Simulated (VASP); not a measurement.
# Co (Im-3m) in VASP: a series of runs, part 2 of 2

VASP 6.6.1. The steps go on from the part before.

**4. Single point, r2SCAN, collinear spin, antiferromagnetic start**

This run uses another cell than the first one: it holds 2 atoms, not 1.

Input file POSCAR:

```
Co
1.0
    2.7631482383      0.0000000000      0.0000000000
    0.0000000000      2.7631482383      0.0000000000
    0.0000000000      0.0000000000      2.7631482383
Co
2
Direct
    0.0000000000      0.0000000000      0.0000000000
    0.5000000000      0.5000000000      0.5000000000
```

Input file INCAR.step1:

```
SYSTEM = Co
PREC = Accurate ; ENCUT = 520
ISMEAR = -1 ; SIGMA = 0.05
LREAL = .FALSE. ; LASPH = .TRUE.
NELM = 150 ; ISPIN = 2
MAGMOM = 1.194 -1.194 ; LMAXMIX = 4
NBANDS = 20 ; GGA = PE
ALGO = Normal ; EDIFF = 1E-4
LWAVE = .TRUE. ; LCHARG = .FALSE.
```

Input file INCAR.step2:

```
SYSTEM = Co
PREC = Accurate ; ENCUT = 520
EDIFF = 1E-7 ; ISMEAR = -1
SIGMA = 0.05 ; LREAL = .FALSE.
LASPH = .TRUE. ; NELM = 150
ALGO = Normal ; ISIF = 2
LWAVE = .FALSE. ; LCHARG = .FALSE.
ISPIN = 2 ; MAGMOM = 1.194 -1.194
LORBIT = 11 ; LMAXMIX = 4
METAGGA = R2SCAN ; LMIXTAU = .TRUE.
NBANDS = 20 ; ISTART = 1
```

Input file KPOINTS:

```
regular mesh
0
G
  19 19 19
  0 0 0
```

Potentials or basis: VASP PAW PBE potentials, release 64 (Co).

Started as:

```bash
$ cat potpaw_PBE.64/Co/POTCAR > POTCAR
$ cp INCAR.step1 INCAR
$ mpirun -np 1 vasp_std > vasp.out
$ cp INCAR.step2 INCAR
$ mpirun -np 1 vasp_std > vasp.out
```

OUTCAR:

```text
SYSTEM = Co
   PREC = Accurate
   ENCUT = 520
   EDIFF = 1E-7
   ISMEAR = -1
   LREAL = .FALSE.
   LASPH = .TRUE.
   NELM = 150
   ISIF = 2
   ISPIN = 2
   LORBIT = 11
   METAGGA = R2SCAN
   ISTART = 1

 ion  position               nearest neighbor table
   1  0.000  0.000  0.000-   2 2.39   2 2.39   2 2.39   2 2.39   2 2.39   2 2.39   2 2.39   2 2.39

   2  0.500  0.500  0.500-   1 2.39   1 2.39   1 2.39   1 2.39   1 2.39   1 2.39   1 2.39   1 2.39

  LATTYP: Found a simple cubic cell.
 ALAT       =     2.7631482383

  Lattice vectors:

 A1 = (   2.7631482383,   0.0000000000,   0.0000000000)
 A2 = (   0.0000000000,   2.7631482383,   0.0000000000)
 A3 = (   0.0000000000,   0.0000000000,   2.7631482383)

Analysis of symmetry for initial positions (statically):
=====================================================================
 Subroutine PRICEL returns following result:

  LATTYP: Found a body centered cubic cell.
 ALAT       =     2.7631482383
[... 12 lines left out ...]
 Subroutine GETGRP returns: Found 48 space group operations
 (whereof 48 operations were pure point group operations)
 out of a pool of 48 trial point group operations.

The static configuration has the point symmetry O_h .

Analysis of symmetry for dynamics (positions and initial velocities):
=====================================================================
 Subroutine PRICEL returns following result:

  LATTYP: Found a body centered cubic cell.
 ALAT       =     2.7631482383
[... 12 lines left out ...]
 Subroutine GETGRP returns: Found 48 space group operations
 (whereof 48 operations were pure point group operations)
 out of a pool of 48 trial point group operations.

The dynamic configuration has the point symmetry O_h .

Analysis of structural, dynamic, and magnetic symmetry:
=====================================================================
 Subroutine PRICEL returns following result:

  LATTYP: Found a body centered cubic cell.
 ALAT       =     2.7631482383
[... 12 lines left out ...]
 Subroutine GETGRP returns: Found 48 space group operations
 (whereof 48 operations were pure point group operations)
 out of a pool of 48 trial point group operations.

The overall configuration has the point symmetry O_h .

 Subroutine INISYM returns: Found 48 space group operations
 (whereof 48 operations are pure point group operations),
 and found     2 'primitive' translations

----------------------------------------------------------------------------------------

                                     Primitive cell

  volume of cell :      10.5483

  direct lattice vectors                    reciprocal lattice vectors
     1.381574119  1.381574119 -1.381574119     0.361906027  0.361906027  0.000000000
    -1.381574119  1.381574119  1.381574119    -0.000000000  0.361906027  0.361906027
     1.381574119 -1.381574119  1.381574119     0.361906027  0.000000000  0.361906027

  length of vectors
     2.392956569  2.392956569  2.392956569     0.511812411  0.511812411  0.511812411

  position of ions in fractional coordinates (direct lattice)
     0.000000000  0.000000000  0.000000000

  ion indices of the primitive-cell ions
   primitive index   ion index
                 1           1

----------------------------------------------------------------------------------------

 KPOINTS: regular mesh

Automatic generation of k-mesh.
 Grid dimensions read from file:
 generate k-points for:   19   19   19
[... 61 lines left out ...]
   LASPH  =      T    aspherical Exc in radial PAW
   ENCUT  =  520.0 eV  38.22 Ry    6.18 a.u.   5.14  5.14  5.14*2*pi/ulx,y,z
   NELM   =    150;   NELMIN=  2; NELMDL=  0     # of ELM steps
   EDIFF  = 0.1E-06   stopping-criterion for ELM
   LREAL  =      F    real-space projection
   EDIFFG = 0.1E-05   stopping-criterion for IOM
   NSW    =      0    number of steps for IOM
   IBRION =     -1    ionic relax: 0-MD 1-quasi-New 2-CG
   NFREE  =      0    steps in history (QN), initial steepest desc. (CG)
   ISIF   =      2    stress and relaxation
   ISYM   =      2    0-nonsym 1-usesym 2-fastsym
   POTIM  = 0.5000    time-step for ionic-motion
   TEBEG  =    0.0;   TEEND  =   0.0 temperature during run
   PSTRESS=    0.0 pullay stress
   NELECT =      18.0000    total number of electrons
   NUPDOWN=      -1.0000    fix difference up-down
   EMIN   =  10.00;   EMAX   =-10.00  energy-range for DOS
   EFERMI =   0.00;   METHOD = LEGACY
   ISMEAR =    -1;   SIGMA  =   0.05  broadening in eV -4-tet -1-fermi 0-gaus
   EFERMI_NEDOS =   21; number of points for ismear=-14 and -15
   IALGO  =     38    algorithm
   IMIX   =      4    mixing-type and parameters
     AMIX     =   0.40;   BMIX     =  1.00
     AMIX_MAG =   1.60;   BMIX_MAG =  1.00
  volume/ion in A,a.u.               =      10.55        71.18
  Fermi-wavevector in a.u.,A,eV,Ry     =   1.552726  2.934227 32.803074  2.410958
  Thomas-Fermi vector in A             =   2.657060
   LORBIT       =     11    0 simple, 1 ext, 2 COOP (PROOUT), +10 PAW based schemes
   METAGGA = R2SCAN    functional components
   LHFCALC =     F    Hartree Fock is set to
   AEXX    =    0.0000 exact exchange contribution
   IVDW    =     0    specifies the selected vdW correction
   LEPSILON=     F    determine dielectric tensor
   LRPA    =     F    only Hartree local field effects (RPA)
 spin polarized calculation
  energy-cutoff  :      520.00
  volume of cell :       21.10
 maximum number of plane-waves:       587
 NGX is ok and might be reduce to    24

 number of electron      18.0000007 magnetization       0.0000000

 number of electron      18.0000007 magnetization      -0.0000000

 Free energy of the ion-electron system (eV)
  ---------------------------------------------------
  ext. energy  EPLUGINS =         0.00000000
  ---------------------------------------------------
  free energy    TOTEN  =       -25.24629555 eV

  energy without entropy =      -25.21250422  energy(sigma->0) =      -25.22939989

 E-fermi :  10.5049     XC(G=0): -14.8211

 val. band max:       10.5043540663   @ k =   0.3684   0.2632   0.0526
 cond. band min:      10.5060635788   @ k =   0.4211   0.4211   0.0000
 fundamental gap:      0.0017095125
 Fermi energy:        10.5049424423

 spin component 1

 k-point     1 :       0.0000    0.0000    0.0000
  band No.  band energies     occupation
      1       0.9652      1.00000
      2       5.6081      1.00000
      3       5.6081      1.00000
      4       8.2556      1.00000
      5       8.2556      1.00000
      6       8.2556      1.00000
[... 541 lines left out ...]
     19      33.7551      0.00000
     20      38.0190      0.00000

 [... further k-points ...]

 spin component 2

 k-point     1 :       0.0000    0.0000    0.0000
  band No.  band energies     occupation
      1       0.9652      1.00000
      2       5.6081      1.00000
      3       5.6081      1.00000
      4       8.2556      1.00000
      5       8.2556      1.00000
      6       8.2556      1.00000
[... 541 lines left out ...]
     19      33.7551      0.00000
     20      38.0190      0.00000

 [... further k-points ...]

------------------------ aborting loop because EDIFF is reached ----------------------------------------

  FORCE on cell =-STRESS in cart. coord.  units (eV):
  Direction    XX          YY          ZZ          XY          YZ          ZX
  --------------------------------------------------------------------------------------
  -------------------------------------------------------------------------------------
  Total        0.0612135      0.0612135      0.0612135      0.0000000      0.0000000      0.0000000
  in kB        4.6488438      4.6488438      4.6488438      0.0000000      0.0000000      0.0000000
  external PRESSURE =       4.6488438 kB  Pullay stress =       0.0000000 kB

 VOLUME and BASIS-vectors are now :
 -----------------------------------------------------------------------------
  energy-cutoff  :      520.00
  volume of cell :       21.10
      direct lattice vectors                 reciprocal lattice vectors
     2.763148238  0.000000000  0.000000000     0.361906027  0.000000000  0.000000000
     0.000000000  2.763148238  0.000000000     0.000000000  0.361906027  0.000000000
     0.000000000  0.000000000  2.763148238     0.000000000  0.000000000  0.361906027

 POSITION                                       TOTAL-FORCE (eV/Angst)
 -----------------------------------------------------------------------------------
      0.00000      0.00000      0.00000        -0.000000      0.000000     -0.000000
      1.38157      1.38157      1.38157         0.000000      0.000000      0.000000
 -----------------------------------------------------------------------------------
    total drift:                                0.000000      0.000000     -0.000000

  FREE ENERGIE OF THE ION-ELECTRON SYSTEM (eV)
  ---------------------------------------------------
  free  energy   TOTEN  =       -25.2462955519 eV

  energy  without entropy=      -25.2125042205  energy(sigma->0) =      -25.22939989

 total charge

# of ion       s       p       d       tot
------------------------------------------
    1        0.522   0.585   7.259   8.366
    2        0.522   0.585   7.259   8.366
--------------------------------------------------
tot          1.043   1.170  14.518  16.731

 magnetization (x)

# of ion       s       p       d       tot
------------------------------------------
    1        0.024   0.021   1.147   1.192
    2       -0.024  -0.021  -1.147  -1.192
--------------------------------------------------
tot          0.000   0.000   0.000   0.000
```

Wall time 14 min (1 thread of AMD EPYC 7R43 (Zen 3), shared host); peak memory 0.22 GiB.

What came out:

- Free energy: -25.2463 eV
- Pressure: 0.5 GPa
- Band gap on the k mesh: zero (filled and empty bands overlap)
- Net moment: 0.00 μB per cell
- Site moments: Co +1.19, -1.19 μB
- Valence electrons inside the program's atomic spheres: Co 8.37

Caveat: the antiferromagnetic order is the one typed at the start, and another may lie lower; the PAW data sets were made with another functional, which shifts forces and pressure a little.

**5. Summary**

```csv
spin,cell,k mesh,gap on the mesh (eV),pressure (GPa),moment (μB)
"collinear, ferromagnetic start","a = 2.423 Å, angles 109.5°, 1 atom, atomic positions A",26 × 26 × 26,none,0.1,1.92
"non-collinear, typed start, SOC","a = 2.423 Å, angles 109.5°, 1 atom, atomic positions A",16 × 16 × 16,-,-0.3,1.90
"collinear, antiferromagnetic start","a = 2.763 Å, 2 atoms, atomic positions B",19 × 19 × 19,none,0.5,0.00
```

Alike in all rows: task single point; level r2SCAN; potentials or basis VASP PAW PBE potentials, release 64 (Co); cutoff (eV) 520; smearing fermi-dirac 0.05 eV.

Caveats: the PAW data sets were made with another functional, which shifts forces and pressure a little; the antiferromagnetic order is the one typed at the start, and another may lie lower (at least some runs).

Absolute energies hang on the potentials; compare differences alone.
